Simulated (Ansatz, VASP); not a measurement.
## One calculation of CdInS2, two programs

INCAR

```
ALGO = Normal ; EDIFF = 1E-6
ENCUT = 520 ; GGA = PE
ISIF = 2 ; ISMEAR = 0
LASPH = T ; LCHARG = T
LELF = T ; LREAL = F
LVHAR = T ; LWAVE = F
NBANDS = 26 ; NELM = 100
PREC = Accurate ; SIGMA = 0.15
```

File KPOINTS:

```
k-points
0
Gamma
  12 12 6
```

POSCAR

```
CdInS2
1.0
    4.1697266610      0.0000000000      0.0000000000
   -2.0848633305      3.6110892153      0.0000000000
    0.0000000000      0.0000000000      5.8697242207
Cd In S
1 1 2
Direct
    0.0000000000      0.0000000000      0.0000000000
    0.0000000000      0.0000000000      0.5000000000
    0.6666666667      0.3333333333      0.7089643644
    0.3333333333      0.6666666667      0.2910356356
```

Input for Ansatz:

```yaml
crystal:
  lattice:
    - [4.169726661, 0.0, 0.0]
    - [-2.0848633305, 3.6110892153, 0.0]
    - [0.0, 0.0, 5.8697242207]
  atoms:
    - { symbol: Cd, position: [0.0, 0.0, 0.0] }
    - { symbol: In, position: [0.0, 0.0, 0.5] }
    - { symbol: S, position: [0.6666666667, 0.3333333333, 0.7089643644] }
    - { symbol: S, position: [0.3333333333, 0.6666666667, 0.2910356356] }
basis:
  ecutwfc: 420
kpoints:
  mp_grid: { grid: [12, 12, 6] }
hamiltonian:
  xc: pbe
scf:
  occupations: { method: gaussian, width: 0.15 }
output:
  forces: true
  stress: true
  eigenvalues: true
```

Alike in both runs: task single point; functional PBE; k mesh 12 × 12 × 6; occupations gaussian, width 0.15 eV; no spin polarisation.

|  | VASP | Ansatz |
| --- | --- | --- |
| version | VASP 6.6.1 | Ansatz 0.2.0 |
| potentials or method | VASP PAW PBE potentials, release 64 (Cd, In_d, S), cutoff 520 eV | scalar-relativistic, plane waves, PAW |
| valence electrons in the cell | 37 | 45 |

|  | VASP | Ansatz | Ansatz less VASP |
| --- | --- | --- | --- |
| gap on the k mesh at the Fermi level (eV) | none | none | - |
| pressure (GPa) | 4.2 | 4.1 | -0.09 |
| traceless stress, the component that is largest in VASP (GPa) | 7.28 | 7.23 | -0.050 |
| rms of the force components (eV/Å) | 0.390 | 0.397 | +0.0073 |

Atom by atom the forces differ by 0.007 eV/Å (rms over components). A gap of «none» marks a metal or a gap that the smearing closes. VASP's potentials hold 37 valence electrons a cell and Ansatz's 45, so a difference there can come from the potentials and not from the codes.
